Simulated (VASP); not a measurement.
Runs of VASP 6.6.1 on In2O. The structure is that of space group P6_3/mmc (No. 194), or close to it. The cells are those of the table. 

| task | cell | k mesh | cutoff (eV) | gap on the mesh (eV) | pressure (GPa) | largest force (eV/Å) |
| --- | --- | --- | --- | --- | --- | --- |
| relaxation of cell and atoms | relaxed from a = 3.192, b = 3.192, c = 11.024 Å, angles 90.0, 90.0, 120.0°, 6 atoms | 6 × 6 × 2 | 600 | none | 0.1 | 0.02 |
| single point | a = 3.255, b = 3.255, c = 14.223 Å, angles 90.0, 90.0, 120.0°, 6 atoms | 6 × 6 × 2 | 520 | none | 0.0 | 0.03 |
| single point | a = 3.272, b = 3.272, c = 13.797 Å, angles 90.0, 90.0, 120.0°, 6 atoms | 15 × 15 × 4 | 520 | none | 0.0 | 0.02 |
| single point | a = 3.192, b = 3.192, c = 11.024 Å, angles 90.0, 90.0, 120.0°, 6 atoms | 6 × 6 × 2 | 520 | none | 14.4 | (a) |

Alike in all rows: level PBE; potentials or basis VASP PAW PBE potentials, release 64 (In_d, O); no spin polarisation; smearing gaussian 0.1 eV.

Problem. Estimate the missing entries.

Solution. (a) 0.57.

Caveats: some runs use coarse meshes; spin-orbit coupling is left out, which moves the levels of the heavy elements.

A k mesh can miss the band edges, and the runs leave out spin-orbit coupling on In.

A gap of «none» marks levels without a gap at the run's occupations.
